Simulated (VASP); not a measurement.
# BaTiO3 (Cmmm) in VASP: a series of runs

The runs below take BaTiO3 through single point, with PBE.

All numbers are computed with VASP 6.6.1; they aren't measurements. Logs are shortened: lines on timing, memory, paths and dates and some standing lists are left out, and cuts for length are marked.

### 1 The cell of the first run

The structure is orthorhombic, space group Cmmm (No. 65). The conventional cell has a = 5.599 Å, b = 5.769 Å, c = 4.019 Å, α = 90.00°, β = 90.00°, γ = 90.00°. Within 3.7 Å of Ba (site symmetry mmm) lie 12 O at 2.80 to 2.88 Å and 8 Ti at 3.45 to 3.52 Å. Ti (site symmetry mmm) has 6 O at 2.01 Å within 2.7 Å. O (site symmetry mmm) has 2 Ti at 2.01 Å and 4 Ba at 2.80 to 2.88 Å and 8 O at 2.84 Å within 2.9 Å. O (site symmetry 2/m) has 2 Ti at 2.01 Å and 8 O at 2.80 to 2.88 Å and 4 Ba at 2.84 Å within 2.9 Å.

### 2 Single point, PBE (strain +0.0300 x Voigt [0, 0, 0, 1, 0, 0])

File INCAR:

```
PREC = Accurate
ENCUT = 520
EDIFF = 1E-6
ISMEAR = 0
SIGMA = 0.05
LREAL = F
LASPH = T
NELM = 80
ALGO = Normal
ISIF = 2
LWAVE = F
LCHARG = F
GGA = PE
NBANDS = 28
```

File KPOINTS:

```
regular mesh
0
Gamma
  8 8 8
```

File POSCAR:

```
BaTiO3
1.0
    4.0192501416      0.0000000000      0.0000000000
    0.0000000000      4.0192501416      0.0602887521
    0.0000000000      0.0602887521      4.0192501416
Ba Ti O
1 1 3
Direct
    0.5000000000      0.5000000000      0.5000000000
    0.0000000000      0.0000000000      0.0000000000
    0.5000000000      0.0000000000      0.0000000000
    0.0000000000      0.5000000000      0.0000000000
    0.0000000000      0.0000000000      0.5000000000
```

Potentials or basis: VASP PAW PBE potentials, release 64 (Ba_sv, Ti_sv, O).

The run is started by

```console
> cat potpaw_PBE.64/Ba_sv/POTCAR potpaw_PBE.64/Ti_sv/POTCAR potpaw_PBE.64/O/POTCAR > POTCAR
> mpirun -np 1 vasp_std > vasp.out
```

OUTCAR:

```text
PREC = Accurate
   ENCUT = 520
   EDIFF = 1E-6
   ISMEAR = 0
   LREAL = F
   LASPH = T
   NELM = 80
   ISIF = 2
   GGA = PE

 ion  position               nearest neighbor table
   1  0.500  0.500  0.500-   3 2.80   3 2.80   4 2.84   4 2.84   5 2.84   5 2.84   4 2.84   5 2.84
                             4 2.84   5 2.84   3 2.88   3 2.88   2 3.45   2 3.45   2 3.45   2 3.45
   2  0.000  0.000  0.000-   3 2.01   3 2.01   5 2.01   5 2.01   4 2.01   4 2.01   1 3.45   1 3.45
                             1 3.45   1 3.45   1 3.52   1 3.52   1 3.52   1 3.52
   3  0.500  0.000  0.000-   2 2.01   2 2.01   1 2.80   1 2.80   1 2.88   1 2.88
   4  0.000  0.500  0.000-   2 2.01   2 2.01   1 2.84   1 2.84   1 2.84   1 2.84
   5  0.000  0.000  0.500-   2 2.01   2 2.01   1 2.84   1 2.84   1 2.84   1 2.84

  LATTYP: Found a base centered orthorhombic cell.
 ALAT       =     5.5988168899
 B/A-ratio  =     1.0304568528
 C/A-ratio  =     0.7178749048

  Lattice vectors:

 A1 = (   0.0000000000,  -0.0602887521,  -4.0192501416)
 A2 = (   0.0000000000,   4.0192501416,   0.0602887521)
 A3 = (   4.0192501416,   0.0000000000,   0.0000000000)

Analysis of symmetry for initial positions (statically):
=====================================================================
 Subroutine PRICEL returns:
 Original cell was already a primitive cell.

 Routine SETGRP: Setting up the symmetry group for a
 base centered orthorhombic supercell.

 Subroutine GETGRP returns: Found  8 space group operations
 (whereof  8 operations were pure point group operations)
 out of a pool of  8 trial point group operations.

The static configuration has the point symmetry D_2h.

Analysis of symmetry for dynamics (positions and initial velocities):
=====================================================================
 Subroutine PRICEL returns:
 Original cell was already a primitive cell.

 Routine SETGRP: Setting up the symmetry group for a
 base centered orthorhombic supercell.

 Subroutine GETGRP returns: Found  8 space group operations
 (whereof  8 operations were pure point group operations)
 out of a pool of  8 trial point group operations.

The dynamic configuration has the point symmetry D_2h.

 Subroutine INISYM returns: Found  8 space group operations
 (whereof  8 operations are pure point group operations),
 and found     1 'primitive' translations

----------------------------------------------------------------------------------------

                                     Primitive cell

  volume of cell :      64.9139

  direct lattice vectors                    reciprocal lattice vectors
     4.019250142  0.000000000  0.000000000     0.248802629  0.000000000  0.000000000
     0.000000000  4.019250142  0.060288752     0.000000000  0.248858622 -0.003732879
     0.000000000  0.060288752  4.019250142     0.000000000 -0.003732879  0.248858622

  length of vectors
     4.019250142  4.019702282  4.019702282     0.248802629  0.248886617  0.248886617

  position of ions in fractional coordinates (direct lattice)
     0.500000000  0.500000000  0.500000000
     0.000000000  0.000000000  0.000000000
     0.500000000  0.000000000  0.000000000
     0.000000000  0.500000000  0.000000000
     0.000000000  0.000000000  0.500000000

  ion indices of the primitive-cell ions
   primitive index   ion index
                 1           1
                 2           2
                 3           3
                 4           4
                 5           5

----------------------------------------------------------------------------------------

 KPOINTS: regular mesh

Automatic generation of k-mesh.
 Grid dimensions read from file:
 generate k-points for:    8    8    8

 Generating k-lattice:

  Cartesian coordinates                     Fractional coordinates (reciprocal lattice)
     0.031100329  0.000000000  0.000000000     0.125000000  0.000000000  0.000000000
     0.000000000  0.031107328 -0.000466610     0.000000000  0.125000000  0.000000000
     0.000000000 -0.000466610  0.031107328     0.000000000  0.000000000  0.125000000

  Length of vectors
     0.031100329  0.031110827  0.031110827

  Shift w.r.t. Gamma in fractional coordinates (k-lattice)
     0.000000000  0.000000000  0.000000000

 Subroutine IBZKPT returns following result:
 ===========================================

 Found    105 irreducible k-points:

 Following reciprocal coordinates:
            Coordinates               Weight
  0.000000  0.000000  0.000000      1.000000
  0.125000  0.000000  0.000000      2.000000
  0.250000  0.000000  0.000000      2.000000
  0.375000  0.000000  0.000000      2.000000
  0.500000  0.000000  0.000000      1.000000
  0.000000  0.125000  0.000000      4.000000
[... 16 lines left out ...]
  0.250000  0.500000  0.000000      4.000000
  0.375000  0.500000  0.000000      4.000000
 [... further k-points ...]
   k-points           NKPTS =    105   k-points in BZ     NKDIM =    105   number of bands    NBANDS=     28
   number of dos      NEDOS =    301   number of ions     NIONS =      5
   total plane-waves  NPLWV =  27000
   dimension x,y,z NGX =    30 NGY =   30 NGZ =   30
   dimension x,y,z NGXF=    60 NGYF=   60 NGZF=   60
   ions per type =               1   1   3
   NGX,Y,Z   is equivalent  to a cutoff of  12.41, 12.41, 12.41 a.u.
   NGXF,Y,Z  is equivalent  to a cutoff of  24.82, 24.81, 24.81 a.u.
 SYSTEM =  unknown system
   PREC   = accura    normal or accurate (medium, high low for compatibility)
   ISTART =      0    job   : 0-new  1-cont  2-samecut
   ICHARG =      2    charge: 1-file 2-atom 10-const
   ISPIN  =      1    spin polarized calculation?
   LNONCOLLINEAR =      F non collinear calculations
   LSORBIT =      F    spin-orbit coupling
   LASPH  =      T    aspherical Exc in radial PAW
   ENCUT  =  520.0 eV  38.22 Ry    6.18 a.u.   7.47  7.47  7.47*2*pi/ulx,y,z
   NELM   =     80;   NELMIN=  2; NELMDL= -5     # of ELM steps
   EDIFF  = 0.1E-05   stopping-criterion for ELM
   LREAL  =      F    real-space projection
   EDIFFG = 0.1E-04   stopping-criterion for IOM
   NSW    =      0    number of steps for IOM
   IBRION =     -1    ionic relax: 0-MD 1-quasi-New 2-CG
   NFREE  =      0    steps in history (QN), initial steepest desc. (CG)
   ISIF   =      2    stress and relaxation
   ISYM   =      2    0-nonsym 1-usesym 2-fastsym
   POTIM  = 0.5000    time-step for ionic-motion
   TEBEG  =    0.0;   TEEND  =   0.0 temperature during run
   PSTRESS=    0.0 pullay stress
   NELECT =      40.0000    total number of electrons
   NUPDOWN=      -1.0000    fix difference up-down
   EMIN   =  10.00;   EMAX   =-10.00  energy-range for DOS
   EFERMI =   0.00;   METHOD = LEGACY
   ISMEAR =     0;   SIGMA  =   0.05  broadening in eV -4-tet -1-fermi 0-gaus
   EFERMI_NEDOS =   21; number of points for ismear=-14 and -15
   IALGO  =     38    algorithm
   IMIX   =      4    mixing-type and parameters
     AMIX     =   0.40;   BMIX     =  1.00
     AMIX_MAG =   1.60;   BMIX_MAG =  1.00
  volume/ion in A,a.u.               =      12.98        87.61
  Fermi-wavevector in a.u.,A,eV,Ry     =   1.393100  2.632578 26.405211  1.940728
  Thomas-Fermi vector in A             =   2.516779
   LORBIT       =      0    0 simple, 1 ext, 2 COOP (PROOUT), +10 PAW based schemes
   GGA     = PE    functional components
   LHFCALC =     F    Hartree Fock is set to
   AEXX    =    0.0000 exact exchange contribution
   IVDW    =     0    specifies the selected vdW correction
   LEPSILON=     F    determine dielectric tensor
   LRPA    =     F    only Hartree local field effects (RPA)
 non-spin polarized calculation
 Gauss-broadening in eV      SIGMA  =   0.05
  energy-cutoff  :      520.00
  volume of cell :       64.91
 maximum number of plane-waves:      1775
 NGX is ok and might be reduce to    30
   NGX = 15   NGY = 15   NGZ = 15

 number of electron      39.9999972 magnetization

 Free energy of the ion-electron system (eV)
  ---------------------------------------------------
  ext. energy  EPLUGINS =         0.00000000
  ---------------------------------------------------
  free energy    TOTEN  =       -39.95916923 eV

  energy without entropy =      -39.95916923  energy(sigma->0) =      -39.95916923

 E-fermi :   3.9877     XC(G=0): -11.1951

 val. band max:        3.7620795087   @ k =   0.5000   0.5000   0.5000
 cond. band min:       5.4054012628   @ k =   0.0000   0.0000   0.0000
 fundamental gap:      1.6433217541
 Fermi energy:         3.9876567095

 k-point     1 :       0.0000    0.0000    0.0000
  band No.  band energies     occupation
      1     -52.9512      2.00000
      2     -29.1686      2.00000
      3     -29.1561      2.00000
      4     -29.1422      2.00000
      5     -21.1033      2.00000
      6     -13.1250      2.00000
[... 20 lines left out ...]
     27       8.7816      0.00000
     28      10.9725      0.00000

 k-point     2 :       0.1250    0.0000    0.0000
  band No.  band energies     occupation
      1     -52.9511      2.00000
      2     -29.1683      2.00000
      3     -29.1634      2.00000
      4     -29.1419      2.00000
      5     -21.0873      2.00000
      6     -13.1304      2.00000
[... 20 lines left out ...]
     27       9.0829      0.00000
     28      11.3416      0.00000

 k-point     3 :       0.2500    0.0000    0.0000
  band No.  band energies     occupation
      1     -52.9507      2.00000
      2     -29.1807      2.00000
      3     -29.1676      2.00000
      4     -29.1412      2.00000
      5     -21.0481      2.00000
      6     -13.1871      2.00000
[... 20 lines left out ...]
     27       9.8753      0.00000
     28      12.0392      0.00000

 k-point     4 :       0.3750    0.0000    0.0000
  band No.  band energies     occupation
      1     -52.9504      2.00000
      2     -29.1980      2.00000
      3     -29.1669      2.00000
      4     -29.1406      2.00000
      5     -21.0083      2.00000
      6     -13.2837      2.00000
[... 578 lines left out ...]
     27      11.5521      0.00000
     28      12.1205      0.00000

 k-point    23 :       0.2500    0.5000    0.0000
  band No.  band energies     occupation
      1     -52.9498      2.00000
      2     -29.2056      2.00000
      3     -29.1783      2.00000
      4     -29.1497      2.00000
      5     -20.9555      2.00000
      6     -13.0780      2.00000
[... 20 lines left out ...]
     27      12.2462      0.00000
     28      12.3890      0.00000

 k-point    24 :       0.3750    0.5000    0.0000
  band No.  band energies     occupation
      1     -52.9495      2.00000
      2     -29.2046      2.00000
      3     -29.1951      2.00000
      4     -29.1490      2.00000
      5     -20.9296      2.00000
      6     -12.8654      2.00000
[... 20 lines left out ...]
     27      11.7040      0.00000
     28      13.2756      0.00000

 [... further k-points ...]

------------------------ aborting loop because EDIFF is reached ----------------------------------------

  FORCE on cell =-STRESS in cart. coord.  units (eV):
  Direction    XX          YY          ZZ          XY          YZ          ZX
  --------------------------------------------------------------------------------------
  -------------------------------------------------------------------------------------
  Total        0.7127051      0.7382152      0.7382152      0.0000000     -1.4950705      0.0000000
  in kB       17.5906988     18.2203266     18.2203266      0.0000000    -36.9007233      0.0000000
  external PRESSURE =      18.0104506 kB  Pullay stress =       0.0000000 kB

 VOLUME and BASIS-vectors are now :
 -----------------------------------------------------------------------------
  energy-cutoff  :      520.00
  volume of cell :       64.91
      direct lattice vectors                 reciprocal lattice vectors
     4.019250142  0.000000000  0.000000000     0.248802629  0.000000000  0.000000000
     0.000000000  4.019250142  0.060288752     0.000000000  0.248858622 -0.003732879
     0.000000000  0.060288752  4.019250142     0.000000000 -0.003732879  0.248858622

 POSITION                                       TOTAL-FORCE (eV/Angst)
 -----------------------------------------------------------------------------------
      2.00963      2.03977      2.03977         0.000000      0.000000      0.000000
      0.00000      0.00000      0.00000         0.000000      0.000000      0.000000
      2.00963      0.00000      0.00000         0.000000     -0.000000     -0.000000
      0.00000      2.00963      0.03014         0.000000      0.000000      0.000000
      0.00000      0.03014      2.00963         0.000000      0.000000      0.000000
 -----------------------------------------------------------------------------------
    total drift:                                0.000000     -0.000000      0.000000

  FREE ENERGIE OF THE ION-ELECTRON SYSTEM (eV)
  ---------------------------------------------------
  free  energy   TOTEN  =       -39.9591692323 eV

  energy  without entropy=      -39.9591692323  energy(sigma->0) =      -39.95916923
```

Run time: 2.5 min. Hardware: 1 thread of Intel Xeon Platinum 8488C (Sapphire Rapids), shared host; peak memory 0.3 GiB.

What came out:

| Quantity | Value |
| --- | --- |
| Free energy | -39.9592 eV |
| Pressure | 1.8 GPa |
| Band gap on the k mesh | 1.64 eV (least direct gap 1.73 eV) |

Caveat: the cell differs from its parent crystal (strain +0.0300 x Voigt [0, 0, 0, 1, 0, 0]); spin-orbit coupling is left out, which moves the levels of the heavy elements. A k mesh can miss the band edges.

### 3 Single point, PBE (strain -0.0200 x Voigt [0, 0, 0, 1, 0, 0])

File INCAR:

```
ALGO     = Normal         # electronic algorithm
EDIFF    = 1E-6           # SCF threshold, eV
ENCUT    = 520            # plane-wave cutoff, eV
GGA      = PE             # functional
ISIF     = 2              # what is computed and relaxed
ISMEAR   = 0              # smearing method
LASPH    = T              # aspherical terms in the spheres
LCHARG   = F              # write CHGCAR
LREAL    = F              # projectors in reciprocal space
LWAVE    = F              # write WAVECAR
NBANDS   = 28             # bands
NELM     = 80             # most SCF steps
PREC     = Accurate       # precision mode
SIGMA    = 0.05           # smearing width, eV
```

File KPOINTS:

```
k-points
0
Gamma
  8 8 8
```

Edit POSCAR of step 2 so:

```diff
@@ -3,4 +3,4 @@
     4.0192501416      0.0000000000      0.0000000000
-    0.0000000000      4.0192501416      0.0602887521
-    0.0000000000      0.0602887521      4.0192501416
+    0.0000000000      4.0192501416     -0.0401925014
+    0.0000000000     -0.0401925014      4.0192501416
 Ba Ti O
```

Potentials or basis: VASP PAW PBE potentials, release 64 (Ba_sv, Ti_sv, O).

The run is started by

```console
> cat potpaw_PBE.64/Ba_sv/POTCAR potpaw_PBE.64/Ti_sv/POTCAR potpaw_PBE.64/O/POTCAR > POTCAR
> mpirun -np 1 vasp_std > vasp.out
```

Run time: 2.9 min. Hardware: 1 thread of Intel Xeon Platinum 8488C (Sapphire Rapids), shared host; peak memory 0.3 GiB.

It converged, with:

- Free energy: -39.9717 eV
- Pressure: 1.7 GPa
- Band gap on the k mesh: 1.67 eV (least direct gap 1.78 eV)

Stress tensor (GPa, compression positive):
```
1.73 0.00 0.00
0.00 1.76 2.46
0.00 2.46 1.76
```

Levels at points of the mesh, in eV from the valence-band top:
| k point | band 17 | band 18 | band 19 | band 20 | band 21 | band 22 | band 23 | band 24 |
| --- | --- | --- | --- | --- | --- | --- | --- | --- |
| (0.00, 0.00, 0.00) | -1.05 | -0.23 | -0.17 | -0.11 | 1.67 | 1.70 | 1.74 | 3.80 |
| (0.50, 0.00, 0.00) | -1.87 | -1.78 | -0.82 | -0.64 | 1.86 | 3.39 | 3.42 | 3.81 |
| (0.00, 0.50, 0.00) | -1.83 | -1.83 | -0.73 | -0.73 | 1.86 | 3.41 | 3.41 | 3.81 |
| (0.50, 0.50, 0.00) | -1.74 | -0.89 | -0.89 | -0.10 | 3.41 | 3.41 | 3.82 | 4.64 |
| (0.00, 0.50, 0.50) | -1.74 | -0.93 | -0.86 | -0.10 | 3.39 | 3.44 | 3.82 | 4.64 |
| (0.50, 0.50, 0.50) | -2.37 | -0.03 | -0.01 | 0.00 | 4.04 | 4.06 | 4.09 | 6.58 |

Caveat: the cell differs from its parent crystal (strain -0.0200 x Voigt [0, 0, 0, 1, 0, 0]); spin-orbit coupling is left out, which moves the levels of the heavy elements. A k mesh can miss the band edges.

### 4 Single point, PBE (strain +0.0100 x Voigt [0, 0, 0, 1, 0, 0])

File INCAR:

```
  PREC = Accurate
  ENCUT = 520
  EDIFF = 1E-6
  ISMEAR = 0
  SIGMA = 0.05
  LREAL = False
  LASPH = True
  NELM = 100
  ALGO = Normal
  ISIF = 2
  LWAVE = False
  LCHARG = False
  GGA = PE
  NBANDS = 28
```

File KPOINTS:

```
Automatic mesh
0
Gamma
  8 8 8
```

Edit POSCAR of step 3 so:

```diff
@@ -3,4 +3,4 @@
     4.0192501416      0.0000000000      0.0000000000
-    0.0000000000      4.0192501416     -0.0401925014
-    0.0000000000     -0.0401925014      4.0192501416
+    0.0000000000      4.0192501416      0.0200962507
+    0.0000000000      0.0200962507      4.0192501416
 Ba Ti O
```

The run is started by

```console
> cat potpaw_PBE.64/Ba_sv/POTCAR potpaw_PBE.64/Ti_sv/POTCAR potpaw_PBE.64/O/POTCAR > POTCAR
> mpirun -np 1 vasp_std > vasp.out
```

It took 3.3 min on 1 thread of Intel Xeon Platinum 8488C (Sapphire Rapids), shared host; peak memory 0.3 GiB.

It converged, with:

```
Free energy            : -39.9792 eV
Pressure               : 1.7 GPa
Band gap on the k mesh : 1.70 eV (least direct gap 1.83 eV)
```

Stress tensor (GPa, compression positive):
```
 1.71  0.00  0.00
 0.00  1.72 -1.23
 0.00 -1.23  1.72
```

Levels at points of the mesh, in eV from the valence-band top:
| k point | band 17 | band 18 | band 19 | band 20 | band 21 | band 22 | band 23 | band 24 |
| --- | --- | --- | --- | --- | --- | --- | --- | --- |
| (0.00, 0.00, 0.00) | -1.06 | -0.19 | -0.17 | -0.14 | 1.70 | 1.71 | 1.73 | 3.81 |
| (0.50, 0.00, 0.00) | -1.84 | -1.80 | -0.77 | -0.68 | 1.87 | 3.41 | 3.42 | 3.82 |
| (0.00, 0.50, 0.00) | -1.82 | -1.82 | -0.72 | -0.72 | 1.87 | 3.41 | 3.42 | 3.82 |
| (0.50, 0.50, 0.00) | -1.73 | -0.89 | -0.89 | -0.10 | 3.42 | 3.42 | 3.83 | 4.65 |
| (0.00, 0.50, 0.50) | -1.73 | -0.90 | -0.87 | -0.09 | 3.41 | 3.43 | 3.83 | 4.65 |
| (0.50, 0.50, 0.50) | -2.39 | -0.02 | -0.01 | 0.00 | 4.06 | 4.07 | 4.08 | 6.62 |

Caveat: the cell differs from its parent crystal (strain +0.0100 x Voigt [0, 0, 0, 1, 0, 0]); spin-orbit coupling is left out, which moves the levels of the heavy elements. A k mesh can miss the band edges.

### 5 The runs side by side

```tsv
cell	gap on the mesh (eV)	pressure (GPa)
a = 4.019 Å, angles 88.3, 90.0, 90.0°, 5 atoms	1.64	1.8
a = 4.019 Å, angles 91.1, 90.0, 90.0°, 5 atoms	1.67	1.7
a = 4.019 Å, angles 89.4, 90.0, 90.0°, 5 atoms	1.70	1.7
```

Alike in all rows: task single point; level PBE; potentials or basis VASP PAW PBE potentials, release 64 (Ba_sv, Ti_sv, O); no spin polarisation; k mesh 8 × 8 × 8; cutoff (eV) 520; smearing gaussian 0.05 eV.

Caveats: spin-orbit coupling is left out, which moves the levels of the heavy elements.

Absolute energies hang on the potentials; compare differences alone.
